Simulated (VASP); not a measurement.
# TiB2 (P6/mmm) in VASP: a series of runs

The runs below take TiB2 through single point, with PBE.

All numbers are computed with VASP 6.6.1; they aren't measurements. Logs are shortened: lines on timing, memory, paths and dates and some standing lists are left out, and cuts for length are marked.

### 1 The cell of the first run

Symmetry: P6/mmm, No. 191, hexagonal system. Conventional cell: a = 2.967 Å, b = 2.967 Å, c = 3.162 Å, α = 90.00°, β = 90.00°, γ = 120.00°. Within 3.1 Å of Ti (site symmetry 6/mmm) lie 12 B at 2.33 Å and 6 Ti at 2.97 Å. B (site symmetry -6m2) has 3 B at 1.71 Å within 2.3 Å.

### 2 Single point, PBE (volume scaled by 0.94)

INCAR reads:

```
ALGO     = Normal         # electronic algorithm
EDIFF    = 1E-6           # SCF threshold, eV
ENCUT    = 520            # plane-wave cutoff, eV
GGA      = PE             # functional
ISIF     = 2              # what is computed and relaxed
ISMEAR   = -1             # smearing method
LASPH    = T              # aspherical terms in the spheres
LCHARG   = F              # write CHGCAR
LREAL    = F              # projectors in reciprocal space
LWAVE    = F              # write WAVECAR
NBANDS   = 16             # bands
NELM     = 100            # most SCF steps
PREC     = Accurate       # precision mode
SIGMA    = 0.05           # smearing width, eV
```

KPOINTS reads:

```
k-points
0
Gamma
  10 10 8
```

POSCAR reads:

```
TiB2
1.0
    2.9673622405      0.0000000000      0.0000000000
   -1.4836811203      2.5698110825      0.0000000000
    0.0000000000      0.0000000000      3.1624957934
Ti B
1 2
Direct
    0.0000000000      0.0000000000      0.0000000000
    0.6666666667      0.3333333333      0.5000000000
    0.3333333333      0.6666666667      0.5000000000
```

Potentials or basis: VASP PAW PBE potentials, release 64 (Ti_sv, B).

Run with:

```bash
$ cat potpaw_PBE.64/Ti_sv/POTCAR potpaw_PBE.64/B/POTCAR > POTCAR
$ mpirun -np 1 vasp_std > vasp.out
```

OUTCAR:

```text
EDIFF = 1E-6
   ENCUT = 520
   GGA = PE
   ISIF = 2
   ISMEAR = -1
   LASPH = T
   LREAL = F
   NELM = 100
   PREC = Accurate

 ion  position               nearest neighbor table
   1  0.000  0.000  0.000-   2 2.33   3 2.33   2 2.33   3 2.33   2 2.33   2 2.33   3 2.33   3 2.33
                             2 2.33   2 2.33   3 2.33   3 2.33
   2  0.667  0.333  0.500-   3 1.71   3 1.71   3 1.71   1 2.33   1 2.33   1 2.33   1 2.33   1 2.33
                             1 2.33
   3  0.333  0.667  0.500-   2 1.71   2 1.71   2 1.71   1 2.33   1 2.33   1 2.33   1 2.33   1 2.33
                             1 2.33

  LATTYP: Found a hexagonal cell.
 ALAT       =     2.9673622405
 C/A-ratio  =     1.0657599366

  Lattice vectors:

 A1 = (   2.9673622405,   0.0000000000,   0.0000000000)
 A2 = (  -1.4836811203,   2.5698110825,   0.0000000000)
 A3 = (   0.0000000000,   0.0000000000,   3.1624957934)

Analysis of symmetry for initial positions (statically):
=====================================================================
 Subroutine PRICEL returns:
 Original cell was already a primitive cell.

 Routine SETGRP: Setting up the symmetry group for a
 hexagonal supercell.

 Subroutine GETGRP returns: Found 24 space group operations
 (whereof 24 operations were pure point group operations)
 out of a pool of 24 trial point group operations.

The static configuration has the point symmetry D_6h.

Analysis of symmetry for dynamics (positions and initial velocities):
=====================================================================
 Subroutine PRICEL returns:
 Original cell was already a primitive cell.

 Routine SETGRP: Setting up the symmetry group for a
 hexagonal supercell.

 Subroutine GETGRP returns: Found 24 space group operations
 (whereof 24 operations were pure point group operations)
 out of a pool of 24 trial point group operations.

The dynamic configuration has the point symmetry D_6h.

 Subroutine INISYM returns: Found 24 space group operations
 (whereof 24 operations are pure point group operations),
 and found     1 'primitive' translations

----------------------------------------------------------------------------------------

                                     Primitive cell

  volume of cell :      24.1158

  direct lattice vectors                    reciprocal lattice vectors
     2.967362240  0.000000000  0.000000000     0.336999638  0.194566832  0.000000000
    -1.483681120  2.569811082  0.000000000     0.000000000  0.389133663  0.000000000
     0.000000000  0.000000000  3.162495793     0.000000000  0.000000000  0.316205954

  length of vectors
     2.967362240  2.967362241  3.162495793     0.389133663  0.389133663  0.316205954

  position of ions in fractional coordinates (direct lattice)
     0.000000000  0.000000000  0.000000000
     0.666666667  0.333333333  0.500000000
     0.333333333  0.666666667  0.500000000

  ion indices of the primitive-cell ions
   primitive index   ion index
                 1           1
                 2           2
                 3           3

----------------------------------------------------------------------------------------

 KPOINTS: k-points

Automatic generation of k-mesh.
 Grid dimensions read from file:
 generate k-points for:   10   10    8

 Generating k-lattice:

  Cartesian coordinates                     Fractional coordinates (reciprocal lattice)
     0.033699964  0.019456683  0.000000000     0.100000000  0.000000000  0.000000000
     0.000000000  0.038913366  0.000000000     0.000000000  0.100000000  0.000000000
     0.000000000  0.000000000  0.039525744     0.000000000  0.000000000  0.125000000

  Length of vectors
     0.038913366  0.038913366  0.039525744

  Shift w.r.t. Gamma in fractional coordinates (k-lattice)
     0.000000000  0.000000000  0.000000000

 Subroutine IBZKPT returns following result:
 ===========================================

 Found     70 irreducible k-points:

 Following reciprocal coordinates:
            Coordinates               Weight
  0.000000  0.000000  0.000000      1.000000
  0.100000  0.000000  0.000000      6.000000
  0.200000  0.000000  0.000000      6.000000
  0.300000 -0.000000  0.000000      6.000000
  0.400000  0.000000  0.000000      6.000000
  0.500000  0.000000  0.000000      3.000000
[... 16 lines left out ...]
  0.300000  0.100000  0.125000     24.000000
  0.400000  0.100000  0.125000     24.000000
 [... further k-points ...]
   k-points           NKPTS =     70   k-points in BZ     NKDIM =     70   number of bands    NBANDS=     16
   number of dos      NEDOS =    301   number of ions     NIONS =      3
   total plane-waves  NPLWV =  13824
   dimension x,y,z NGX =    24 NGY =   24 NGZ =   24
   dimension x,y,z NGXF=    48 NGYF=   48 NGZF=   48
   ions per type =               1   2
   NGX,Y,Z   is equivalent  to a cutoff of  13.45, 13.45, 12.62 a.u.
   NGXF,Y,Z  is equivalent  to a cutoff of  26.89, 26.89, 25.23 a.u.
 SYSTEM =  unknown system
   PREC   = accura    normal or accurate (medium, high low for compatibility)
   ISTART =      0    job   : 0-new  1-cont  2-samecut
   ICHARG =      2    charge: 1-file 2-atom 10-const
   ISPIN  =      1    spin polarized calculation?
   LNONCOLLINEAR =      F non collinear calculations
   LSORBIT =      F    spin-orbit coupling
   LASPH  =      T    aspherical Exc in radial PAW
   ENCUT  =  520.0 eV  38.22 Ry    6.18 a.u.   5.52  5.52  5.88*2*pi/ulx,y,z
   NELM   =    100;   NELMIN=  2; NELMDL= -5     # of ELM steps
   EDIFF  = 0.1E-05   stopping-criterion for ELM
   LREAL  =      F    real-space projection
   EDIFFG = 0.1E-04   stopping-criterion for IOM
   NSW    =      0    number of steps for IOM
   IBRION =     -1    ionic relax: 0-MD 1-quasi-New 2-CG
   NFREE  =      0    steps in history (QN), initial steepest desc. (CG)
   ISIF   =      2    stress and relaxation
   ISYM   =      2    0-nonsym 1-usesym 2-fastsym
   POTIM  = 0.5000    time-step for ionic-motion
   TEBEG  =    0.0;   TEEND  =   0.0 temperature during run
   PSTRESS=    0.0 pullay stress
   NELECT =      18.0000    total number of electrons
   NUPDOWN=      -1.0000    fix difference up-down
   EMIN   =  10.00;   EMAX   =-10.00  energy-range for DOS
   EFERMI =   0.00;   METHOD = LEGACY
   ISMEAR =    -1;   SIGMA  =   0.05  broadening in eV -4-tet -1-fermi 0-gaus
   EFERMI_NEDOS =   21; number of points for ismear=-14 and -15
   IALGO  =     38    algorithm
   IMIX   =      4    mixing-type and parameters
     AMIX     =   0.40;   BMIX     =  1.00
     AMIX_MAG =   1.60;   BMIX_MAG =  1.00
  volume/ion in A,a.u.               =       8.04        54.25
  Fermi-wavevector in a.u.,A,eV,Ry     =   1.485018  2.806277 30.004641  2.205279
  Thomas-Fermi vector in A             =   2.598482
   LORBIT       =      0    0 simple, 1 ext, 2 COOP (PROOUT), +10 PAW based schemes
   GGA     = PE    functional components
   LHFCALC =     F    Hartree Fock is set to
   AEXX    =    0.0000 exact exchange contribution
   IVDW    =     0    specifies the selected vdW correction
   LEPSILON=     F    determine dielectric tensor
   LRPA    =     F    only Hartree local field effects (RPA)
 non-spin polarized calculation
  energy-cutoff  :      520.00
  volume of cell :       24.12
 maximum number of plane-waves:       672
 NGX is ok and might be reduce to    24
   NGX = 11   NGY = 11   NGZ = 11

 number of electron      17.9999999 magnetization

 Free energy of the ion-electron system (eV)
  ---------------------------------------------------
  ext. energy  EPLUGINS =         0.00000000
  ---------------------------------------------------
  free energy    TOTEN  =       -24.33711988 eV

  energy without entropy =      -24.33093121  energy(sigma->0) =      -24.33402555

 E-fermi :  10.6257     XC(G=0): -13.0691

 val. band max:       10.6250716811   @ k =   0.3000   0.2000   0.0000
 cond. band min:      10.6336921029   @ k =   0.1000   0.0000   0.3750
 fundamental gap:      0.0086204218
 Fermi energy:        10.6256513586

 k-point     1 :       0.0000    0.0000    0.0000
  band No.  band energies     occupation
      1     -46.1176      2.00000
      2     -22.4782      2.00000
      3     -22.1262      2.00000
      4     -22.1262      2.00000
      5      -3.1568      2.00000
      6       7.9537      2.00000
[... 8 lines left out ...]
     15      16.7397      0.00000
     16      18.1528      0.00000

 k-point     2 :       0.1000    0.0000    0.0000
  band No.  band energies     occupation
      1     -46.1109      2.00000
      2     -22.4698      2.00000
      3     -22.1760      2.00000
      4     -22.1374      2.00000
      5      -2.9552      2.00000
      6       7.4059      2.00000
[... 8 lines left out ...]
     15      17.8985      0.00000
     16      18.7756      0.00000

 k-point     3 :       0.2000    0.0000    0.0000
  band No.  band energies     occupation
      1     -46.0931      2.00000
      2     -22.4478      2.00000
      3     -22.3044      2.00000
      4     -22.1664      2.00000
      5      -2.3693      2.00000
      6       6.0764      2.00000
[... 8 lines left out ...]
     15      18.9363      0.00000
     16      20.1169      0.00000

 k-point     4 :       0.3000   -0.0000    0.0000
  band No.  band energies     occupation
      1     -46.0710      2.00000
      2     -22.4600      2.00000
      3     -22.4204      2.00000
      4     -22.2021      2.00000
      5      -1.4469      2.00000
      6       4.4460      2.00000
[... 8 lines left out ...]
     15      18.6138      0.00000
     16      20.3774      0.00000

 k-point     5 :       0.4000    0.0000    0.0000
  band No.  band energies     occupation
      1     -46.0531      2.00000
      2     -22.5834      2.00000
      3     -22.3982      2.00000
      4     -22.2308      2.00000
      5      -0.2486      2.00000
      6       2.7788      2.00000
[... 8 lines left out ...]
     15      18.6498      0.00000
     16      19.8737      0.00000

 k-point     6 :       0.5000    0.0000    0.0000
  band No.  band energies     occupation
      1     -46.0463      2.00000
      2     -22.6300      2.00000
      3     -22.3898      2.00000
      4     -22.2418      2.00000
      5       1.0174      2.00000
      6       1.3511      2.00000
[... 8 lines left out ...]
     15      18.7074      0.00000
     16      19.6287      0.00000
[... 267 lines left out ...]
 k-point    21 :       0.1000    0.1000    0.1250
  band No.  band energies     occupation
      1     -46.0958      2.00000
      2     -22.4915      2.00000
      3     -22.2573      2.00000
      4     -22.1578      2.00000
      5      -2.3612      2.00000
      6       6.6773      2.00000
[... 8 lines left out ...]
     15      18.6452      0.00000
     16      19.1201      0.00000

 k-point    22 :       0.2000    0.1000    0.1250
  band No.  band energies     occupation
      1     -46.0759      2.00000
      2     -22.4657      2.00000
      3     -22.3891      2.00000
      4     -22.1987      2.00000
      5      -1.6366      2.00000
      6       5.2907      2.00000
[... 8 lines left out ...]
     15      19.3192      0.00000
     16      20.6786      0.00000

 k-point    23 :       0.3000    0.1000    0.1250
  band No.  band energies     occupation
      1     -46.0559      2.00000
      2     -22.5192      2.00000
      3     -22.4387      2.00000
      4     -22.2398      2.00000
      5      -0.6162      2.00000
      6       3.6867      2.00000
[... 8 lines left out ...]
     15      19.6282      0.00000
     16      20.9910      0.00000

 k-point    24 :       0.4000    0.1000    0.1250
  band No.  band energies     occupation
      1     -46.0436      2.00000
      2     -22.5977      2.00000
      3     -22.4227      2.00000
      4     -22.2652      2.00000
      5       0.6469      2.00000
      6       2.1029      2.00000
[... 8 lines left out ...]
     15      19.9731      0.00000
     16      20.7324      0.00000

 [... further k-points ...]
[... 5 lines left out ...]
  --------------------------------------------------------------------------------------
  -------------------------------------------------------------------------------------
  Total        2.9793585      2.9793585      2.3691162     -0.0000000     -0.0000000     -0.0000000
  in kB      197.9391145    197.9391145    157.3965530     -0.0000000     -0.0000000     -0.0000000
  external PRESSURE =     184.4249273 kB  Pullay stress =       0.0000000 kB

 VOLUME and BASIS-vectors are now :
 -----------------------------------------------------------------------------
  energy-cutoff  :      520.00
  volume of cell :       24.12
      direct lattice vectors                 reciprocal lattice vectors
     2.967362240  0.000000000  0.000000000     0.336999638  0.194566832  0.000000000
    -1.483681120  2.569811082  0.000000000     0.000000000  0.389133663  0.000000000
     0.000000000  0.000000000  3.162495793     0.000000000  0.000000000  0.316205954

 POSITION                                       TOTAL-FORCE (eV/Angst)
 -----------------------------------------------------------------------------------
      0.00000      0.00000      0.00000         0.000000     -0.000000      0.000000
      1.48368      0.85660      1.58125        -0.000000     -0.000000      0.000000
     -0.00000      1.71321      1.58125         0.000000      0.000000     -0.000000
 -----------------------------------------------------------------------------------
    total drift:                               -0.000000      0.000000      0.000000

  FREE ENERGIE OF THE ION-ELECTRON SYSTEM (eV)
  ---------------------------------------------------
  free  energy   TOTEN  =       -24.3371198829 eV

  energy  without entropy=      -24.3309312107  energy(sigma->0) =      -24.33402555
```

Run time: 18 s. Hardware: 1 thread of Intel Xeon Platinum 8488C (Sapphire Rapids), shared host; peak memory 0.15 GiB.

Results:

- Free energy: -24.3371 eV
- Pressure: 18.4 GPa
- Band gap on the k mesh: zero (band 9 reaches 11.11 eV, above the bottom of band 10 at 10.51 eV)

Stress tensor (GPa, compression positive):
```
19.79  0.00  0.00
 0.00 19.79  0.00
 0.00  0.00 15.74
```

Levels at points of the mesh, in eV from the Fermi level:
```csv
k point,band 5,band 6,band 7,band 8,band 9,band 10,band 11,band 12,band 13,band 14
"(0.00, 0.00, 0.00)",-13.78,-2.67,-2.67,-2.28,-2.20,2.14,2.14,4.01,4.01,6.11
"(0.50, 0.00, 0.00)",-9.61,-9.27,-3.35,-3.30,-2.36,1.53,3.06,3.59,3.60,7.88
"(0.00, 0.00, 0.50)",-11.68,-7.80,-0.49,-0.49,-0.12,-0.12,0.53,0.53,1.87,6.88
"(0.50, 0.00, 0.50)",-9.97,-7.63,-4.81,-3.97,-3.08,2.79,3.25,4.99,5.03,5.84
```

### 3 Single point, PBE (volume scaled by 0.98)

INCAR reads:

```
PREC = Accurate ; ENCUT = 520
EDIFF = 1E-7 ; ISMEAR = -1
SIGMA = 0.05 ; LREAL = F
LASPH = T ; NELM = 100
ALGO = Normal ; ISIF = 2
LWAVE = F ; LCHARG = F
GGA = PE ; NBANDS = 16
```

KPOINTS reads:

```
regular mesh
0
Gamma
  10 10 8
```

POSCAR reads:

```
TiB2
1.0
    3.0088691861      0.0000000000      0.0000000000
   -1.5044345930      2.6057571518      0.0000000000
    0.0000000000      0.0000000000      3.2067322330
Ti B
1 2
Direct
    0.0000000000      0.0000000000      0.0000000000
    0.6666666667      0.3333333333      0.5000000000
    0.3333333333      0.6666666667      0.5000000000
```

Potentials or basis: VASP PAW PBE potentials, release 64 (Ti_sv, B).

Run with:

```bash
$ cat potpaw_PBE.64/Ti_sv/POTCAR potpaw_PBE.64/B/POTCAR > POTCAR
$ mpirun -np 1 vasp_std > vasp.out
```

Run time: 18 s. Hardware: 1 thread of Intel Xeon Platinum 8488C (Sapphire Rapids), shared host; peak memory 0.15 GiB.

Results (log left out):

```yaml
Free_energy: -24.4141 eV
Pressure: 5.9 GPa
Band_gap_on_the_k_mesh: zero (band 9 reaches 10.62 eV, above the bottom of band 10 at 10.04 eV)
```

Stress tensor (GPa, compression positive):
```
6.39 0.00 0.00
0.00 6.39 0.00
0.00 0.00 4.84
```

Levels at points of the mesh, in eV from the Fermi level:
| k point | band 5 | band 6 | band 7 | band 8 | band 9 | band 10 | band 11 | band 12 | band 13 | band 14 |
| --- | --- | --- | --- | --- | --- | --- | --- | --- | --- | --- |
| (0.00, 0.00, 0.00) | -13.56 | -2.58 | -2.58 | -2.27 | -2.10 | 2.01 | 2.01 | 3.80 | 3.80 | 5.92 |
| (0.50, 0.00, 0.00) | -9.41 | -9.21 | -3.24 | -3.22 | -2.25 | 1.44 | 2.88 | 3.37 | 3.48 | 7.62 |
| (0.00, 0.00, 0.50) | -11.58 | -7.63 | -0.49 | -0.49 | -0.12 | -0.12 | 0.50 | 0.50 | 1.75 | 6.70 |
| (0.50, 0.00, 0.50) | -9.78 | -7.54 | -4.65 | -3.83 | -3.09 | 2.62 | 3.06 | 4.67 | 4.76 | 5.56 |

(Continued in part 2 of 2.)
